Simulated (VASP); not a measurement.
A run of VASP 6.6.1 is set up as follows.

Contents of POSCAR:

```
FeGe
1.0
    3.0161744220      0.0000000000      0.0000000000
    0.0000000000      3.0161744220      0.0000000000
    0.0000000000      0.0000000000      3.0161744220
Fe Ge
1 1
Direct
    0.0000000000      0.0000000000      0.0000000000
    0.4633440200      0.4507515000      0.4535288900
```

INCAR.step1

```
SYSTEM = FeGe
PREC = Accurate
ENCUT = 520
ISMEAR = 0
SIGMA = 0.05
LREAL = .False.
LASPH = .True.
NELM = 150
ISPIN = 2
MAGMOM = 4 0
LMAXMIX = 4
NBANDS = 22
GGA = PE
ALGO = Normal
EDIFF = 1E-4
LWAVE = .True.
LCHARG = .False.
```

The input INCAR.step2:

```
SYSTEM = FeGe
PREC = Accurate
ENCUT = 520
EDIFF = 1E-6
ISMEAR = 0
SIGMA = 0.05
LREAL = .False.
LASPH = .True.
NELM = 150
ALGO = Normal
ISIF = 2
LWAVE = .False.
LCHARG = .False.
ISPIN = 2
MAGMOM = 4 0
LORBIT = 11
LMAXMIX = 4
METAGGA = R2SCAN
LMIXTAU = .True.
NBANDS = 22
ISTART = 1
```

The input KPOINTS:

```
regular mesh
0
Gamma
  3 3 3
  0 0 0
```

Potentials or basis: VASP PAW PBE potentials, release 64 (Fe, Ge_d).

Launch:

```sh
$ cat potpaw_PBE.64/Fe/POTCAR potpaw_PBE.64/Ge_d/POTCAR > POTCAR
$ cp INCAR.step1 INCAR
$ mpirun -np 1 vasp_std > vasp.out
$ cp INCAR.step2 INCAR
$ mpirun -np 1 vasp_std > vasp.out
```

Task: What does it give for the largest force?

Result: 0.944 eV/Å.

Task: Estimate the site moments.

Result: Fe +1.97; Ge -0.01 μB.

Task: Predict the pressure.

Result: -4.8 GPa.

Task: Predict the net moment.

Result: 1.93 μB per cell.

Stress tensor (GPa, compression positive):
```
-4.41  2.39  2.29
 2.39 -4.97  3.05
 2.29  3.05 -4.98
```

Caveat: the k points lie up to 0.69 Å⁻¹ apart; the PAW data sets were made with another functional, which shifts forces and pressure a little.
